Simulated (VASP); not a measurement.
# SnO in VASP: a series of runs, part 2 of 3

VASP 6.6.1.

## (3) Single point, PBE+D3(BJ) (strain along y -0.020, then relaxed in part)

Input file INCAR:

```
PREC = Accurate
ENCUT = 520
EDIFF = 1E-6
ISMEAR = 0
SIGMA = 0.02
LREAL = F
LASPH = T
NELM = 80
ALGO = Normal
ISIF = 2
LWAVE = F
LCHARG = F
LDIPOL = T
IDIPOL = 3
DIPOL = 0.5 0.5 0.500
GGA = PE
IVDW = 12
NBANDS = 28
```

Input file KPOINTS:

```
regular mesh
0
Gamma
  6 6 1
```

Input file POSCAR:

```
SnO
1.0
    3.8205592230     -0.0000144694      0.0000000000
    0.0000141801      3.7441480385      0.0000000000
    0.0000000000      0.0000000000     30.6349243709
Sn O
2 2
Direct
    0.7499972411      0.2500027589      0.4610279368
    0.2499972411      0.7500027589      0.5389720632
    0.2499972411      0.2500027589      0.4993047443
    0.7499972411      0.7500027589      0.5006952557
```

Potentials or basis: VASP PAW PBE potentials, release 64 (Sn_d, O).

Run with:

```
$ cat potpaw_PBE.64/Sn_d/POTCAR potpaw_PBE.64/O/POTCAR > POTCAR
$ mpirun -np 1 vasp_std > vasp.out
```

OUTCAR:

```text
PREC = Accurate
   ENCUT = 520
   EDIFF = 1E-6
   ISMEAR = 0
   LREAL = F
   LASPH = T
   NELM = 80
   ISIF = 2
   GGA = PE
   IVDW = 12
 IVDW          = 12

 ion  position               nearest neighbor table
   1  0.750  0.250  0.461-   4 2.23   4 2.23   3 2.24   3 2.24   2 3.59   2 3.59   2 3.59   2 3.59

   2  0.250  0.750  0.539-   3 2.23   3 2.23   4 2.24   4 2.24   1 3.59   1 3.59   1 3.59   1 3.59

   3  0.250  0.250  0.499-   2 2.23   2 2.23   1 2.24   1 2.24
   4  0.750  0.750  0.501-   1 2.23   1 2.23   2 2.24   2 2.24

  LATTYP: Found a simple orthorhombic cell.
 ALAT       =     3.7441480385
 B/A-ratio  =     1.0204081633
 C/A-ratio  =     8.1820814924

  Lattice vectors:

 A1 = (  -0.0000141801,  -3.7441480385,   0.0000000000)
 A2 = (   3.8205592230,  -0.0000144694,   0.0000000000)
 A3 = (   0.0000000000,   0.0000000000,  30.6349243709)

Analysis of symmetry for initial positions (statically):
=====================================================================
 Subroutine PRICEL returns:
 Original cell was already a primitive cell.

[... 174 lines left out ...]
 fundamental gap:      3.1274420606
 Fermi energy:        -3.4854754168

 k-point     1 :       0.0000    0.0000    0.0000
  band No.  band energies     occupation
      1     -24.1878      2.00000
      2     -23.8189      2.00000
      3     -23.7690      2.00000
      4     -23.7686      2.00000
      5     -23.7552      2.00000
      6     -23.7236      2.00000
[... 485 lines left out ...]
     27       4.0640      0.00000
     28       4.0640      0.00000

------------------------ aborting loop because EDIFF is reached ----------------------------------------

 vacuum level on the upper side and lower side of the slab       (xc-potential included)        -0.006        -0.006

 Edisp (eV)   -0.55918

 E8    (eV) :    -0.2528

  FORCE on cell =-STRESS in cart. coord.  units (eV):
  Direction    XX          YY          ZZ          XY          YZ          ZX
  --------------------------------------------------------------------------------------
  -------------------------------------------------------------------------------------
  Total       0.81064     0.77589     0.14920    -0.00000     0.00000     0.00000
  in kB       2.96376     2.83669     0.54550    -0.00000     0.00000     0.00000
  external pressure =        2.12 kB  Pullay stress =        0.00 kB

 VOLUME and BASIS-vectors are now :
 -----------------------------------------------------------------------------
  energy-cutoff  :      520.00
  volume of cell :      438.22
      direct lattice vectors                 reciprocal lattice vectors
     3.820559223 -0.000014469  0.000000000     0.261741787 -0.000000991  0.000000000
     0.000014180  3.744148039  0.000000000     0.000001012  0.267083457  0.000000000
     0.000000000  0.000000000 30.634924371     0.000000000  0.000000000  0.032642483

 POSITION                                       TOTAL-FORCE (eV/Angst)
 -----------------------------------------------------------------------------------
      2.86541      0.93604     14.12356         0.000000      0.000000     -0.090178
      0.95514      2.80812     16.51137        -0.000000      0.000000      0.090178
      0.95513      0.93604     15.29616         0.000000      0.000000     -0.005729
      2.86542      2.80811     15.33876         0.000000      0.000000      0.005729
 -----------------------------------------------------------------------------------
    total drift:                               -0.000000     -0.000000      0.000000

  FREE ENERGIE OF THE ION-ELECTRON SYSTEM (eV)
  ---------------------------------------------------
  free  energy   TOTEN  =       -23.1189175884 eV

  energy  without entropy=      -23.1189175884  energy(sigma->0) =      -23.11891759

 vacuum level on the upper side and lower side of the slab         1.822         1.822
```

OSZICAR:

```text
N       E                     dE             d eps       ncg     rms          rms(c)
DAV:   1     0.332428128547E+03    0.33243E+03   -0.17920E+04  1096   0.115E+03
DAV:   2     0.341683954767E+02   -0.29826E+03   -0.29030E+03  1132   0.276E+02
DAV:   3    -0.241834744351E+02   -0.58352E+02   -0.57865E+02  1236   0.138E+02
DAV:   4    -0.266574024619E+02   -0.24739E+01   -0.24639E+01  1084   0.310E+01
[... 13 lines left out ...]
DAV:  18    -0.225597281754E+02   -0.28761E-04   -0.15510E-06   780   0.134E-02    0.214E-03
DAV:  19    -0.225597300124E+02   -0.18370E-05   -0.33939E-07   876   0.360E-03    0.175E-03
DAV:  20    -0.225597361867E+02   -0.61743E-05   -0.21670E-07   760   0.303E-03    0.415E-04
DAV:  21    -0.225597384365E+02   -0.22498E-05   -0.12922E-07   808   0.359E-03    0.481E-04
DAV:  22    -0.225597392972E+02   -0.86070E-06   -0.33222E-08   864   0.192E-03
   1 F= -.23118918E+02 E0= -.23118918E+02  d E =-.873329E-26
```

Wall time 3.2 min (1 thread of Intel Xeon Platinum 8488C (Sapphire Rapids), shared host); peak memory 0.51 GiB.

What came out:

```yaml
Free_energy: -23.1189 eV
Largest_force: 0.090 eV/Å
Band_gap_on_the_k_mesh: 3.13 eV (least direct gap 3.30 eV)
Dispersion_energy_per_atom: -0.140 eV
```

Forces in eV/Å, atoms in the order of the input:
```
Sn   0.000  0.000 -0.090
Sn   0.000  0.000  0.090
O    0.000  0.000 -0.006
O    0.000  0.000  0.006
```

Levels at points of the mesh, in eV from the valence-band top:
| k point | band 18 | band 19 | band 20 | band 21 | band 22 | band 23 |
| --- | --- | --- | --- | --- | --- | --- |
| (0.00, 0.00, 0.00) | -1.59 | -1.59 | -0.07 | 3.23 | 3.35 | 5.27 |
| (0.50, 0.00, 0.00) | -3.22 | -0.55 | -0.55 | 3.23 | 3.23 | 5.93 |
| (0.00, 0.50, 0.00) | -3.30 | -0.47 | -0.47 | 3.17 | 3.17 | 5.99 |
| (0.50, 0.50, 0.00) | -0.95 | -0.61 | -0.61 | 3.14 | 3.14 | 5.26 |

Caveat: the cell differs from its parent crystal (strain along y -0.020, then relaxed in part); spin-orbit coupling is left out, which moves the levels of the heavy elements.

## (4) Single point, PBE+D3(BJ) (strain along x +0.020, then relaxed in part)

Input file INCAR:

```
PREC = Accurate ; ENCUT = 520
EDIFF = 1E-7 ; ISMEAR = 0
SIGMA = 0.02 ; LREAL = F
LASPH = T ; NELM = 100
ALGO = Normal ; ISIF = 2
LWAVE = F ; LCHARG = F
LDIPOL = T ; IDIPOL = 3
DIPOL = 0.5 0.5 0.500 ; GGA = PE
IVDW = 12 ; NBANDS = 28
```

KPOINTS is that of step 3.

Input file POSCAR:

```
SnO
1.0
    3.8969704075     -0.0000147587      0.0000000000
    0.0000144693      3.8205592230      0.0000000000
    0.0000000000      0.0000000000     30.6349243709
Sn O
2 2
Direct
    0.7499972411      0.2500027589      0.4618255629
    0.2499972411      0.7500027589      0.5381744371
    0.2499972411      0.2500027589      0.4993375828
    0.7499972411      0.7500027589      0.5006624172
```

Run with:

```
$ cat potpaw_PBE.64/Sn_d/POTCAR potpaw_PBE.64/O/POTCAR > POTCAR
$ mpirun -np 1 vasp_std > vasp.out
```

Wall time 4.9 min (1 thread of Intel Xeon Platinum 8488C (Sapphire Rapids), shared host); peak memory 0.54 GiB.

Results (log left out):

```yaml
Free_energy: -23.1212 eV
Largest_force: 0.083 eV/Å
Band_gap_on_the_k_mesh: 2.96 eV (least direct gap 3.00 eV)
Dispersion_energy_per_atom: -0.135 eV
```

Forces in eV/Å, atoms in the order of the input:
```
Sn   0.000  0.000 -0.083
Sn   0.000  0.000  0.083
O    0.000  0.000 -0.001
O    0.000  0.000  0.001
```

Levels at points of the mesh, in eV from the valence-band top:
```
           k point  band 16  band 17  band 18  band 19  band 20  band 21  band 22  band 23  band 24  band 25
(0.00, 0.00, 0.00)    -3.73    -2.08    -1.76    -1.74    -0.03     2.96     2.98     5.16     5.23     5.43
(0.50, 0.00, 0.00)    -3.62    -3.30    -3.30    -0.56    -0.56     3.25     3.25     5.58     5.58     7.16
(0.00, 0.50, 0.00)    -3.72    -3.36    -3.36    -0.50    -0.50     3.20     3.20     5.66     5.66     7.08
(0.50, 0.50, 0.00)    -3.80    -1.11    -1.11    -0.70    -0.70     3.09     3.09     5.21     5.21     6.56
```

Caveat: the cell differs from its parent crystal (strain along x +0.020, then relaxed in part); spin-orbit coupling is left out, which moves the levels of the heavy elements.

(Continued in part 3 of 3.)
